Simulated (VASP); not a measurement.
# Rh (P6_3/mmc) in VASP: further runs

Runs on Rh. Level: PBE. Tasks: single point, relaxation of cell and atoms.

All numbers are computed with VASP 6.6.1; they aren't measurements. Logs are shortened: lines on timing, memory, paths and dates and some standing lists are left out, and cuts for length are marked.

### Step 1. The cell of the first run

The structure is hexagonal, space group P6_3/mmc (No. 194). Conventional cell: a = 2.721 Å, b = 2.721 Å, c = 4.396 Å, α = 90.00°, β = 90.00°, γ = 120.00°. Rh (site symmetry -6m2) has 12 Rh at 2.70 to 2.72 Å within 3.6 Å.

This isn't the form of Rh at room conditions, which is fcc.

### Step 2. Single point, PBE

The input, INCAR:

```
SYSTEM = Rh
ALGO     = Fast           ! electronic algorithm
EDIFF    = 1E-7           ! SCF threshold, eV
ENCUT    = 520            ! plane-wave cutoff, eV
GGA      = PE             ! functional
ISIF     = 2              ! what is computed and relaxed
ISMEAR   = 0              ! smearing method
LASPH    = .True.         ! aspherical terms in the spheres
LCHARG   = .True.         ! write CHGCAR
LELF     = .True.         ! ELF
LREAL    = .False.        ! projectors in reciprocal space
LVHAR    = .True.       
LWAVE    = .False.        ! write WAVECAR
NBANDS   = 22             ! bands
NELM     = 100            ! most SCF steps
PREC     = Accurate       ! precision mode
SIGMA    = 0.1            ! smearing width, eV
```

The input, KPOINTS:

```
k-points
0
Gamma
  12 12 8
  0 0 0
```

The input, POSCAR:

```
Rh
1.0
    2.7213729007      0.0000000000      0.0000000000
   -1.3606864504      2.3567780652      0.0000000000
    0.0000000000      0.0000000000      4.3962393492
Rh
2
Direct
    0.6666666667      0.3333333333      0.7500000000
    0.3333333333      0.6666666667      0.2500000000
```

Potentials or basis: VASP PAW PBE potentials, release 64 (Rh_pv).

The run is started by

```sh
cat potpaw_PBE.64/Rh_pv/POTCAR > POTCAR
mpirun -np 1 vasp_std > vasp.out
```

OUTCAR:

```text
SYSTEM = Rh
   EDIFF = 1E-7
   ENCUT = 520
   GGA = PE
   ISIF = 2
   ISMEAR = 0
   LASPH = .True.
   LREAL = .False.
   NELM = 100
   PREC = Accurate

 ion  position               nearest neighbor table
   1  0.667  0.333  0.750-   2 2.70   2 2.70   2 2.70   2 2.70   2 2.70   2 2.70
   2  0.333  0.667  0.250-   1 2.70   1 2.70   1 2.70   1 2.70   1 2.70   1 2.70

  LATTYP: Found a hexagonal cell.
 ALAT       =     2.7213729007
 C/A-ratio  =     1.6154490802

  Lattice vectors:

 A1 = (   2.7213729007,   0.0000000000,   0.0000000000)
 A2 = (  -1.3606864504,   2.3567780652,   0.0000000000)
 A3 = (   0.0000000000,   0.0000000000,   4.3962393492)

Analysis of symmetry for initial positions (statically):
=====================================================================
 Subroutine PRICEL returns:
 Original cell was already a primitive cell.

 Routine SETGRP: Setting up the symmetry group for a
 hexagonal supercell.

 Subroutine GETGRP returns: Found 24 space group operations
 (whereof 12 operations were pure point group operations)
 out of a pool of 24 trial point group operations.

The static configuration has the point symmetry D_3d.
 The point group associated with its full space group is D_6h.

Analysis of symmetry for dynamics (positions and initial velocities):
=====================================================================
 Subroutine PRICEL returns:
 Original cell was already a primitive cell.

 Routine SETGRP: Setting up the symmetry group for a
 hexagonal supercell.

 Subroutine GETGRP returns: Found 24 space group operations
 (whereof 12 operations were pure point group operations)
 out of a pool of 24 trial point group operations.

The dynamic configuration has the point symmetry D_3d.
 The point group associated with its full space group is D_6h.

 Subroutine INISYM returns: Found 24 space group operations
 (whereof 12 operations are pure point group operations),
 and found     1 'primitive' translations

----------------------------------------------------------------------------------------

                                     Primitive cell

  volume of cell :      28.1960

  direct lattice vectors                    reciprocal lattice vectors
     2.721372901  0.000000000  0.000000000     0.367461585  0.212154045  0.000000000
    -1.360686450  2.356778065  0.000000000     0.000000000  0.424308090  0.000000000
     0.000000000  0.000000000  4.396239349     0.000000000  0.000000000  0.227467142

  length of vectors
     2.721372901  2.721372901  4.396239349     0.424308090  0.424308090  0.227467142

  position of ions in fractional coordinates (direct lattice)
     0.666666667  0.333333333  0.750000000
     0.333333333  0.666666667  0.250000000

  ion indices of the primitive-cell ions
   primitive index   ion index
                 1           1
                 2           2

----------------------------------------------------------------------------------------

 KPOINTS: k-points

Automatic generation of k-mesh.
 Grid dimensions read from file:
 generate k-points for:   12   12    8

 Generating k-lattice:

  Cartesian coordinates                     Fractional coordinates (reciprocal lattice)
     0.030621799  0.017679504  0.000000000     0.083333333  0.000000000  0.000000000
     0.000000000  0.035359008  0.000000000     0.000000000  0.083333333  0.000000000
     0.000000000  0.000000000  0.028433393     0.000000000  0.000000000  0.125000000

  Length of vectors
     0.035359008  0.035359008  0.028433393

  Shift w.r.t. Gamma in fractional coordinates (k-lattice)
     0.000000000  0.000000000  0.000000000

 Subroutine IBZKPT returns following result:
 ===========================================

 Found     95 irreducible k-points:

 Following reciprocal coordinates:
            Coordinates               Weight
  0.000000  0.000000  0.000000      1.000000
  0.083333  0.000000  0.000000      6.000000
  0.166667 -0.000000  0.000000      6.000000
  0.250000  0.000000  0.000000      6.000000
  0.333333 -0.000000  0.000000      6.000000
  0.416667  0.000000  0.000000      6.000000
[... 16 lines left out ...]
  0.250000  0.000000  0.125000     12.000000
  0.333333 -0.000000  0.125000     12.000000
 [... further k-points ...]
   k-points           NKPTS =     95   k-points in BZ     NKDIM =     95   number of bands    NBANDS=     22
   number of dos      NEDOS =    301   number of ions     NIONS =      2
   total plane-waves  NPLWV =  14400
   dimension x,y,z NGX =    20 NGY =   20 NGZ =   36
   dimension x,y,z NGXF=    40 NGYF=   40 NGZF=   72
   ions per type =               2
   NGX,Y,Z   is equivalent  to a cutoff of  12.22, 12.22, 13.61 a.u.
   NGXF,Y,Z  is equivalent  to a cutoff of  24.44, 24.44, 27.23 a.u.
 SYSTEM =  Rh
   PREC   = accura    normal or accurate (medium, high low for compatibility)
   ISTART =      0    job   : 0-new  1-cont  2-samecut
   ICHARG =      2    charge: 1-file 2-atom 10-const
   ISPIN  =      1    spin polarized calculation?
   LNONCOLLINEAR =      F non collinear calculations
   LSORBIT =      F    spin-orbit coupling
   LASPH  =      T    aspherical Exc in radial PAW
   ENCUT  =  520.0 eV  38.22 Ry    6.18 a.u.   5.06  5.06  8.17*2*pi/ulx,y,z
   NELM   =    100;   NELMIN=  2; NELMDL= -5     # of ELM steps
   EDIFF  = 0.1E-06   stopping-criterion for ELM
   LREAL  =      F    real-space projection
   EDIFFG = 0.1E-05   stopping-criterion for IOM
   NSW    =      0    number of steps for IOM
   IBRION =     -1    ionic relax: 0-MD 1-quasi-New 2-CG
   NFREE  =      0    steps in history (QN), initial steepest desc. (CG)
   ISIF   =      2    stress and relaxation
   ISYM   =      2    0-nonsym 1-usesym 2-fastsym
   POTIM  = 0.5000    time-step for ionic-motion
   TEBEG  =    0.0;   TEEND  =   0.0 temperature during run
   PSTRESS=    0.0 pullay stress
   NELECT =      30.0000    total number of electrons
   NUPDOWN=      -1.0000    fix difference up-down
   EMIN   =  10.00;   EMAX   =-10.00  energy-range for DOS
   EFERMI =   0.00;   METHOD = LEGACY
   ISMEAR =     0;   SIGMA  =   0.10  broadening in eV -4-tet -1-fermi 0-gaus
   EFERMI_NEDOS =   21; number of points for ismear=-14 and -15
   IALGO  =     68    algorithm
   IMIX   =      4    mixing-type and parameters
     AMIX     =   0.40;   BMIX     =  1.00
     AMIX_MAG =   1.60;   BMIX_MAG =  1.00
  volume/ion in A,a.u.               =      14.10        95.14
  Fermi-wavevector in a.u.,A,eV,Ry     =   1.671293  3.158286 38.004063  2.793220
  Thomas-Fermi vector in A             =   2.756641
   LORBIT       =      0    0 simple, 1 ext, 2 COOP (PROOUT), +10 PAW based schemes
   GGA     = PE    functional components
   LHFCALC =     F    Hartree Fock is set to
   AEXX    =    0.0000 exact exchange contribution
   IVDW    =     0    specifies the selected vdW correction
   LEPSILON=     F    determine dielectric tensor
   LRPA    =     F    only Hartree local field effects (RPA)
 non-spin polarized calculation
 RMM-DIIS sequential band-by-band and
 Gauss-broadening in eV      SIGMA  =   0.10
  energy-cutoff  :      520.00
  volume of cell :       28.20
 maximum number of plane-waves:       780
   NGX = 11   NGY = 11   NGZ = 17

 number of electron      30.0000010 magnetization

 Free energy of the ion-electron system (eV)
  ---------------------------------------------------
  ext. energy  EPLUGINS =         0.00000000
  ---------------------------------------------------
  free energy    TOTEN  =       -14.45179419 eV

  energy without entropy =      -14.43346756  energy(sigma->0) =      -14.44263087

 E-fermi :  11.5425     XC(G=0): -13.8688

 val. band max:       11.5370304777   @ k =   0.5000   0.0000   0.2500
 cond. band min:      11.5524351463   @ k =   0.2500   0.2500   0.3750
 fundamental gap:      0.0154046686
 Fermi energy:        11.5425230503

 k-point     1 :       0.0000    0.0000    0.0000
  band No.  band energies     occupation
      1     -35.5647      2.00000
      2     -34.9642      2.00000
      3     -34.9642      2.00000
      4     -34.8754      2.00000
      5     -34.8649      2.00000
      6     -34.8649      2.00000
[... 14 lines left out ...]
     21      29.6591      0.00000
     22      30.2342      0.00000

 k-point     2 :       0.0833    0.0000    0.0000
  band No.  band energies     occupation
      1     -35.5499      2.00000
      2     -34.9973      2.00000
      3     -34.9750      2.00000
      4     -34.8993      2.00000
      5     -34.8816      2.00000
      6     -34.8702      2.00000
[... 14 lines left out ...]
     21      29.9231      0.00000
     22      30.3546      0.00000

 k-point     3 :       0.1667   -0.0000    0.0000
  band No.  band energies     occupation
      1     -35.5078      2.00000
      2     -35.0880      2.00000
      3     -35.0038      2.00000
      4     -34.9920      2.00000
      5     -34.9005      2.00000
      6     -34.8853      2.00000
[... 14 lines left out ...]
     21      30.0539      0.00000
     22      30.3124      0.00000

 k-point     4 :       0.2500    0.0000    0.0000
  band No.  band energies     occupation
      1     -35.4444      2.00000
      2     -35.2121      2.00000
      3     -35.1155      2.00000
      4     -35.0419      2.00000
      5     -34.9319      2.00000
      6     -34.9069      2.00000
[... 14 lines left out ...]
     21      28.2802      0.00000
     22      28.8201      0.00000

 k-point     5 :       0.3333   -0.0000    0.0000
  band No.  band energies     occupation
      1     -35.3699      2.00000
      2     -35.3364      2.00000
      3     -35.2356      2.00000
      4     -35.0788      2.00000
      5     -34.9744      2.00000
      6     -34.9294      2.00000
[... 14 lines left out ...]
     21      26.3890      0.00000
     22      27.3633      0.00000

 k-point     6 :       0.4167    0.0000    0.0000
  band No.  band energies     occupation
      1     -35.4274      2.00000
      2     -35.3216      2.00000
      3     -35.3006      2.00000
      4     -35.1053      2.00000
      5     -35.0202      2.00000
      6     -34.9463      2.00000
[... 14 lines left out ...]
     21      25.0095      0.00000
     22      26.2240      0.00000

 k-point     7 :       0.5000    0.0000    0.0000
  band No.  band energies     occupation
      1     -35.4607      2.00000
      2     -35.3527      2.00000
      3     -35.2681      2.00000
      4     -35.1149      2.00000
      5     -35.0441      2.00000
      6     -34.9525      2.00000
[... 324 lines left out ...]
      6     -34.8687      2.00000
[... 14 lines left out ...]
     21      29.8328      0.00000
     22      30.1216      0.00000

 k-point    21 :       0.0833    0.0000    0.1250
  band No.  band energies     occupation
      1     -35.5260      2.00000
      2     -34.9930      2.00000
      3     -34.9710      2.00000
      4     -34.9254      2.00000
      5     -34.8855      2.00000
      6     -34.8742      2.00000
[... 14 lines left out ...]
     21      29.9869      0.00000
     22      30.3210      0.00000

 k-point    22 :       0.1667   -0.0000    0.1250
  band No.  band energies     occupation
      1     -35.4886      2.00000
      2     -35.0814      2.00000
      3     -35.0114      2.00000
      4     -34.9993      2.00000
      5     -34.9079      2.00000
      6     -34.8898      2.00000
[... 14 lines left out ...]
     21      29.6007      0.00000
     22      30.0996      0.00000

 k-point    23 :       0.2500    0.0000    0.1250
  band No.  band energies     occupation
      1     -35.4367      2.00000
      2     -35.1989      2.00000
      3     -35.1322      2.00000
      4     -35.0368      2.00000
      5     -34.9367      2.00000
      6     -34.9121      2.00000
[... 14 lines left out ...]
     21      28.5061      0.00000
     22      28.6521      0.00000

 k-point    24 :       0.3333   -0.0000    0.1250
  band No.  band energies     occupation
      1     -35.4057      2.00000
      2     -35.2903      2.00000
      3     -35.2457      2.00000
      4     -35.0732      2.00000
      5     -34.9744      2.00000
      6     -34.9352      2.00000
[... 14 lines left out ...]
     21      26.6773      0.00000
     22      27.1065      0.00000

 [... further k-points ...]

------------------------ aborting loop because EDIFF is reached ----------------------------------------

  FORCE on cell =-STRESS in cart. coord.  units (eV):
  Direction    XX          YY          ZZ          XY          YZ          ZX
  --------------------------------------------------------------------------------------
  -------------------------------------------------------------------------------------
  Total        0.0202087      0.0202087      0.0036543     -0.0000000      0.0000000      0.0000000
  in kB        1.1483147      1.1483147      0.2076454     -0.0000000      0.0000000      0.0000000
  external PRESSURE =       0.8347582 kB  Pullay stress =       0.0000000 kB

 VOLUME and BASIS-vectors are now :
 -----------------------------------------------------------------------------
  energy-cutoff  :      520.00
  volume of cell :       28.20
      direct lattice vectors                 reciprocal lattice vectors
     2.721372901  0.000000000  0.000000000     0.367461585  0.212154045  0.000000000
    -1.360686450  2.356778065  0.000000000     0.000000000  0.424308090  0.000000000
     0.000000000  0.000000000  4.396239349     0.000000000  0.000000000  0.227467142

 POSITION                                       TOTAL-FORCE (eV/Angst)
 -----------------------------------------------------------------------------------
      1.36069      0.78559      3.29718         0.000000      0.000000      0.000000
     -0.00000      1.57119      1.09906        -0.000000     -0.000000      0.000000
 -----------------------------------------------------------------------------------
    total drift:                               -0.000000      0.000000     -0.000000

  FREE ENERGIE OF THE ION-ELECTRON SYSTEM (eV)
  ---------------------------------------------------
  free  energy   TOTEN  =       -14.4517941876 eV

  energy  without entropy=      -14.4334675614  energy(sigma->0) =      -14.44263087
```

It took 73 s on 1 thread of Intel Xeon 8259CL, shared host; peak memory 0.17 GiB.

What came out:

```yaml
Free_energy: -14.4518 eV
Pressure: 0.1 GPa
Band_gap_on_the_k_mesh: zero (bands 15 and 16 overlap by 2.31 eV)
```

### Step 3. Relaxation of cell and atoms, PBE

This run uses another cell than the first one, of 14.30 Å³/atom.

The input, INCAR:

```
PREC     = Accurate       # precision mode
ENCUT    = 600            # plane-wave cutoff, eV
EDIFF    = 1E-6           # SCF threshold, eV
ISMEAR   = 0              # smearing method
SIGMA    = 0.1            # smearing width, eV
LREAL    = False          # projectors in reciprocal space
LASPH    = True           # aspherical terms in the spheres
NELM     = 80             # most SCF steps
ALGO     = Normal         # electronic algorithm
ISIF     = 3              # what is computed and relaxed
LWAVE    = False          # write WAVECAR
LCHARG   = False          # write CHGCAR
GGA      = PE             # functional
IBRION   = 2              # ionic algorithm
NSW      = 90             # ionic steps
EDIFFG   = -0.02          # ionic threshold
```

The input, KPOINTS:

```
Automatic mesh
0
Gamma
  12 12 8
```

The input, POSCAR:

```
Rh
1.0
    2.7309790422      0.0000000000      0.0000000000
   -1.3654895211      2.3650972278      0.0000000000
    0.0000000000      0.0000000000      4.4284890000
Rh
2
Direct
    0.6666666700      0.3333333300      0.7500000000
    0.3333333300      0.6666666700      0.2500000000
```

Potentials or basis: VASP PAW PBE potentials, release 64 (Rh_pv).

The run is started by

```sh
cat potpaw_PBE.64/Rh_pv/POTCAR > POTCAR
mpirun -np 1 vasp_std > vasp.out
```

Run time: 2.8 min. Hardware: 1 thread of Intel Xeon 8259CL, shared host; peak memory 0.2 GiB.

It converged, with:

```yaml
Free_energy: -14.4528 eV
Relaxed_volume: 14.09 Å³/atom
Relaxed_cell: a = 2.721 Å, b = 2.721 Å, c = 4.395 Å, α = 90.00°, β = 90.00°, γ = 120.00°
Space_group_after_relaxing_to_0.1_Å: P6_3/mmc (No. 194)
Energy_gained_by_relaxing: 2.5 meV/atom
Ionic_steps: 5
Pressure_after_relaxing: 0.0 GPa
Band_gap_on_the_k_mesh: zero (bands 15 and 16 overlap by 2.31 eV)
```

The path:
| step | energy change (eV) | largest force (eV/Å) | pressure (GPa) | volume (Å³) |
| --- | --- | --- | --- | --- |
| 1 | 0.0000 | 0.0000 | -3.66 | 28.60 |
| 2 | 0.0204 | 0.0000 | 9.24 | 27.27 |
| 3 | -0.0050 | 0.0000 | 0.01 | 28.19 |
| 4 | -0.0050 | 0.0000 | 0.10 | 28.18 |
| 5 | -0.0051 | 0.0000 | 0.04 | 28.18 |

Final structure:
```
CELL_PARAMETERS angstrom
2.72102 0.00000 0.00000
-1.36051 2.35647 0.00000
0.00000 0.00000 4.39501
ATOMIC_POSITIONS crystal
Rh 0.66667 0.33333 0.75000
Rh 0.33333 0.66667 0.25000
```

Levels at points of the mesh, in eV from the Fermi level:
| k point | band 13 | band 14 | band 15 | band 16 | band 17 | band 18 |
| --- | --- | --- | --- | --- | --- | --- |
| (0.00, 0.00, 0.00) | -2.42 | -1.85 | -1.85 | 0.13 | 0.13 | 0.76 |
| (0.50, 0.00, 0.00) | -2.09 | 0.40 | 0.60 | 0.69 | 2.95 | 5.02 |
| (0.00, 0.00, 0.50) | -3.03 | -3.03 | -0.43 | -0.43 | -0.43 | -0.43 |
| (0.50, 0.00, 0.50) | -0.29 | -0.29 | 0.58 | 0.58 | 2.64 | 2.64 |
